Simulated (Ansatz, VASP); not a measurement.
Two plane-wave programs on KCl

```
CELL_PARAMETERS angstrom
0.00000 3.14485 3.14485
3.14485 0.00000 3.14485
3.14485 3.14485 0.00000
ATOMIC_POSITIONS crystal
K 0.00000 0.00000 0.00000
Cl 0.50000 0.50000 0.50000
```

Alike in both runs: task single point; functional r2SCAN; k mesh 6 × 6 × 6; no spin polarisation.

|  | VASP | Ansatz |
| --- | --- | --- |
| version | VASP 6.6.1 | Ansatz 0.2.0 |
| potentials or method | VASP PAW PBE potentials, release 64 (K_sv, Cl) | plane waves |
| plane-wave cutoff (eV) | 520 | 500 |
| occupations | gaussian, width 0.01 eV | fixed |
| valence electrons in the cell | 16 | 16 |

VASP gave:

* gap on the k mesh at the Fermi level (eV): 5.84
* pressure (GPa): 0.0

Task: Estimate Ansatz's values.

Result: gap on the k mesh at the Fermi level (eV): 5.83; pressure (GPa): 0.0.

VASP's potentials were made for PBE, not for r2SCAN.
